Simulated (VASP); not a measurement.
# Na (Fd-3m) in VASP: notebook

The runs below take Na through single point, with r2SCAN.

All numbers are computed with VASP 6.6.1; they aren't measurements. Logs are shortened: lines on timing, memory, paths and dates and some standing lists are left out, and cuts for length are marked.

### Step 1. The cell of the first run

It takes space group Fd-3m (No. 227, cubic). The conventional cell has a = 7.730 Å, b = 7.730 Å, c = 7.730 Å, α = 90.00°, β = 90.00°, γ = 90.00°. Na (site symmetry -43m) has 4 Na at 3.35 Å within 4.4 Å.

This isn't the form of Na at room conditions, which is bcc.

### Step 2. Single point, r2SCAN (57.74 Å³/atom)

Input file POSCAR:

```
Na
1.0
    0.0000000000      3.8651431737      3.8651431737
    3.8651431737      0.0000000000      3.8651431737
    3.8651431737      3.8651431737      0.0000000000
Na
2
Direct
    0.1250000000      0.1250000000      0.1250000000
    0.8750000000      0.8750000000      0.8750000000
```

Input file INCAR.step1:

```
SYSTEM = Na
PREC = Accurate
ENCUT = 520
ISMEAR = -1
SIGMA = 0.1
LREAL = .FALSE.
LASPH = .TRUE.
NELM = 80
NBANDS = 14
GGA = PE
ALGO = Normal
EDIFF = 1E-4
LWAVE = .TRUE.
LCHARG = .FALSE.
```

Input file INCAR.step2:

```
SYSTEM = Na
PREC = Accurate
ENCUT = 520
EDIFF = 1E-7
ISMEAR = -1
SIGMA = 0.1
LREAL = .FALSE.
LASPH = .TRUE.
NELM = 80
ALGO = Normal
ISIF = 2
LWAVE = .FALSE.
LCHARG = .FALSE.
METAGGA = R2SCAN
LMIXTAU = .TRUE.
NBANDS = 14
ISTART = 1
```

Input file KPOINTS:

```
regular mesh
0
G
  8 8 8
  0 0 0
```

Potentials or basis: VASP PAW PBE potentials, release 64 (Na_pv).

On the command line:

```sh
> cat potpaw_PBE.64/Na_pv/POTCAR > POTCAR
> cp INCAR.step1 INCAR
> mpirun -np 1 vasp_std > vasp.out
> cp INCAR.step2 INCAR
> mpirun -np 1 vasp_std > vasp.out
```

OUTCAR:

```text
SYSTEM = Na
   PREC = Accurate
   ENCUT = 520
   EDIFF = 1E-7
   ISMEAR = -1
   LREAL = .FALSE.
   LASPH = .TRUE.
   NELM = 80
   ISIF = 2
   METAGGA = R2SCAN
   ISTART = 1

 ion  position               nearest neighbor table
   1  0.125  0.125  0.125-
   2  0.875  0.875  0.875-

  LATTYP: Found a face centered cubic cell.
 ALAT       =     7.7302863474

  Lattice vectors:

 A1 = (   0.0000000000,   3.8651431737,   3.8651431737)
 A2 = (   3.8651431737,   0.0000000000,   3.8651431737)
 A3 = (   3.8651431737,   3.8651431737,   0.0000000000)

Analysis of symmetry for initial positions (statically):
=====================================================================
 Subroutine PRICEL returns:
 Original cell was already a primitive cell.

 Routine SETGRP: Setting up the symmetry group for a
 face centered cubic supercell.

 Subroutine GETGRP returns: Found 48 space group operations
 (whereof 12 operations were pure point group operations)
 out of a pool of 48 trial point group operations.

The static configuration has the point symmetry D_3d.
 The point group associated with its full space group is O_h .

Analysis of symmetry for dynamics (positions and initial velocities):
=====================================================================
 Subroutine PRICEL returns:
 Original cell was already a primitive cell.

 Routine SETGRP: Setting up the symmetry group for a
 face centered cubic supercell.

 Subroutine GETGRP returns: Found 48 space group operations
 (whereof 12 operations were pure point group operations)
 out of a pool of 48 trial point group operations.

The dynamic configuration has the point symmetry D_3d.
 The point group associated with its full space group is O_h .

 Subroutine INISYM returns: Found 48 space group operations
 (whereof 12 operations are pure point group operations),
 and found     1 'primitive' translations

----------------------------------------------------------------------------------------

                                     Primitive cell

  volume of cell :     115.4853

  direct lattice vectors                    reciprocal lattice vectors
     0.000000000  3.865143174  3.865143174    -0.129361314  0.129361314  0.129361314
     3.865143174  0.000000000  3.865143174     0.129361314 -0.129361314  0.129361314
     3.865143174  3.865143174  0.000000000     0.129361314  0.129361314 -0.129361314

  length of vectors
     5.466137897  5.466137897  5.466137897     0.224060368  0.224060368  0.224060368
[... 90 lines left out ...]
   TEBEG  =    0.0;   TEEND  =   0.0 temperature during run
   PSTRESS=    0.0 pullay stress
   NELECT =      14.0000    total number of electrons
   NUPDOWN=      -1.0000    fix difference up-down
   EMIN   =  10.00;   EMAX   =-10.00  energy-range for DOS
   EFERMI =   0.00;   METHOD = LEGACY
   ISMEAR =    -1;   SIGMA  =   0.10  broadening in eV -4-tet -1-fermi 0-gaus
   EFERMI_NEDOS =   21; number of points for ismear=-14 and -15
   IALGO  =     38    algorithm
   IMIX   =      4    mixing-type and parameters
     AMIX     =   0.40;   BMIX     =  1.00
     AMIX_MAG =   1.60;   BMIX_MAG =  1.00
  volume/ion in A,a.u.               =      57.74       389.67
  Fermi-wavevector in a.u.,A,eV,Ry     =   0.810231  1.531114  8.931864  0.656473
  Thomas-Fermi vector in A             =   1.919368
   LORBIT       =      0    0 simple, 1 ext, 2 COOP (PROOUT), +10 PAW based schemes
   METAGGA = R2SCAN    functional components
   LHFCALC =     F    Hartree Fock is set to
   AEXX    =    0.0000 exact exchange contribution
   IVDW    =     0    specifies the selected vdW correction
   LEPSILON=     F    determine dielectric tensor
   LRPA    =     F    only Hartree local field effects (RPA)
 non-spin polarized calculation
  energy-cutoff  :      520.00
  volume of cell :      115.49
 maximum number of plane-waves:      3138
 NGX is ok and might be reduce to    42
   NGX = 21   NGY = 21   NGZ = 21

 number of electron      13.9999995 magnetization

 Free energy of the ion-electron system (eV)
  ---------------------------------------------------
  ext. energy  EPLUGINS =         0.00000000
  ---------------------------------------------------
  free energy    TOTEN  =        -6.34586237 eV

  energy without entropy =       -6.31157528  energy(sigma->0) =       -6.32871882

 E-fermi :  -0.6880     XC(G=0):  -5.6754

 val. band max:       -0.6968364342   @ k =  -0.3750   0.2500   0.1250
 cond. band min:      -0.6212950152   @ k =   0.5000   0.5000   0.0000
 fundamental gap:      0.0755414190
 Fermi energy:        -0.6880411068

 k-point     1 :       0.0000    0.0000    0.0000
  band No.  band energies     occupation
      1     -27.2906      2.00000
      2     -27.2904      2.00000
      3     -27.2904      2.00000
      4     -27.2627      2.00000
      5     -27.2624      2.00000
      6     -27.2624      2.00000
      7      -3.3323      2.00000
      8       4.0470      0.00000
      9       4.0470      0.00000
     10       4.0474      0.00000
     11       4.3908      0.00000
     12       4.3908      0.00000
     13       4.3910      0.00000
     14       6.5825      0.00000
[... 377 lines left out ...]
      1     -27.2961      2.00000
      2     -27.2945      2.00000
      3     -27.2843      2.00000
      4     -27.2691      2.00000
      5     -27.2586      2.00000
      6     -27.2574      2.00000
      7      -1.1572      1.98183
      8      -0.6968      1.04395
      9       1.5428      0.00000
     10       1.8997      0.00000
     11       4.3003      0.00000
     12       4.6365      0.00000
     13       6.4897      0.00000
     14       7.1091      0.00000

 [... further k-points ...]

------------------------ aborting loop because EDIFF is reached ----------------------------------------

  FORCE on cell =-STRESS in cart. coord.  units (eV):
  Direction    XX          YY          ZZ          XY          YZ          ZX
  --------------------------------------------------------------------------------------
  -------------------------------------------------------------------------------------
  Total       -0.1171852     -0.1171852     -0.1171852      0.0000000      0.0000000      0.0000000
  in kB       -1.6257613     -1.6257613     -1.6257613      0.0000000      0.0000000      0.0000000
  external PRESSURE =      -1.6257613 kB  Pullay stress =       0.0000000 kB

 VOLUME and BASIS-vectors are now :
 -----------------------------------------------------------------------------
  energy-cutoff  :      520.00
  volume of cell :      115.49
      direct lattice vectors                 reciprocal lattice vectors
     0.000000000  3.865143174  3.865143174    -0.129361314  0.129361314  0.129361314
     3.865143174  0.000000000  3.865143174     0.129361314 -0.129361314  0.129361314
     3.865143174  3.865143174  0.000000000     0.129361314  0.129361314 -0.129361314

 POSITION                                       TOTAL-FORCE (eV/Angst)
 -----------------------------------------------------------------------------------
      0.96629      0.96629      0.96629         0.000000     -0.000000      0.000000
      6.76400      6.76400      6.76400        -0.000000      0.000000     -0.000000
 -----------------------------------------------------------------------------------
    total drift:                                0.000000      0.000000      0.000000

  FREE ENERGIE OF THE ION-ELECTRON SYSTEM (eV)
  ---------------------------------------------------
  free  energy   TOTEN  =        -6.3458623650 eV

  energy  without entropy=       -6.3115752821  energy(sigma->0) =       -6.32871882
```

OSZICAR.step1:

```text
N       E                     dE             d eps       ncg     rms          rms(c)
DAV:   1     0.879452519178E+02    0.87945E+02   -0.73961E+03   820   0.857E+02
DAV:   2     0.155287507478E+01   -0.86392E+02   -0.85900E+02   854   0.243E+02
DAV:   3    -0.191167604703E+01   -0.34646E+01   -0.34620E+01  1058   0.590E+01
DAV:   4    -0.196403989242E+01   -0.52364E-01   -0.52362E-01   896   0.770E+00
DAV:   5    -0.196530232892E+01   -0.12624E-02   -0.12624E-02  1028   0.126E+00    0.169E-01
DAV:   6    -0.196423932987E+01    0.10630E-02   -0.96763E-04  1036   0.326E-01    0.112E-01
DAV:   7    -0.196343753062E+01    0.80180E-03   -0.19604E-03  1044   0.339E-01    0.187E-02
DAV:   8    -0.196343771807E+01   -0.18745E-06   -0.19354E-04   854   0.194E-01
   1 F= -.19634377E+01 E0= -.19453680E+01  d E =-.361395E-01
```

It took 9.3 min on 1 thread of Intel Xeon 8259CL, shared host; peak memory 0.29 GiB.

Results:

```yaml
Free_energy: -6.3459 eV
Pressure: -0.2 GPa
Band_gap_on_the_k_mesh: zero (bands 7 and 8 overlap by 0.81 eV)
```

Caveat: the PAW data sets were made with another functional, which shifts forces and pressure a little.

### Step 3. Single point, r2SCAN (59.96 Å³/atom)

This run uses another cell than the first one, of 59.96 Å³/atom.

Input file POSCAR:

```
Na
1.0
    0.0000000000      3.9140742311      3.9140742311
    3.9140742311      0.0000000000      3.9140742311
    3.9140742311      3.9140742311      0.0000000000
Na
2
Direct
    0.1250000000      0.1250000000      0.1250000000
    0.8750000000      0.8750000000      0.8750000000
```

Input file INCAR.step1:

```
  PREC = Accurate
  ENCUT = 520
  ISMEAR = -1
  SIGMA = 0.1
  LREAL = False
  LASPH = True
  NELM = 80
  NBANDS = 14
  GGA = PE
  ALGO = Normal
  EDIFF = 1E-4
  LWAVE = True
  LCHARG = False
```

Input file INCAR.step2:

```
  PREC = Accurate
  ENCUT = 520
  EDIFF = 1E-6
  ISMEAR = -1
  SIGMA = 0.1
  LREAL = False
  LASPH = True
  NELM = 80
  ALGO = Normal
  ISIF = 2
  LWAVE = False
  LCHARG = False
  METAGGA = R2SCAN
  LMIXTAU = True
  NBANDS = 14
  ISTART = 1
```

Input file KPOINTS:

```
regular mesh
0
Gamma
  8 8 8
```

Potentials or basis: VASP PAW PBE potentials, release 64 (Na_pv).

On the command line:

```sh
> cat potpaw_PBE.64/Na_pv/POTCAR > POTCAR
> cp INCAR.step1 INCAR
> mpirun -np 1 vasp_std > vasp.out
> cp INCAR.step2 INCAR
> mpirun -np 1 vasp_std > vasp.out
```

It took 7.3 min on 1 thread of Intel Xeon 8259CL, shared host; peak memory 0.28 GiB.

The run converged. Its results:

```
Free energy            : -6.3396 eV
Pressure               : -0.2 GPa
Band gap on the k mesh : zero (bands 7 and 8 overlap by 0.74 eV)
```

Levels at points of the mesh, in eV from the Fermi level:
```
           k point  band 4  band 5  band 6  band 7  band 8  band 9  band 10  band 11
(0.00, 0.00, 0.00)  -26.58  -26.58  -26.58   -2.58    4.61    4.61     4.62     4.96
(0.50, 0.00, 0.00)  -26.59  -26.58  -26.58   -0.81   -0.30    3.84     3.84     4.71
(0.50, 0.50, 0.00)  -26.60  -26.58  -26.58    0.06    0.06    2.37     2.37     3.23
```

Caveat: the PAW data sets were made with another functional, which shifts forces and pressure a little.

The gap in the log of VASP goes by the Fermi energy; the results here count the filled bands.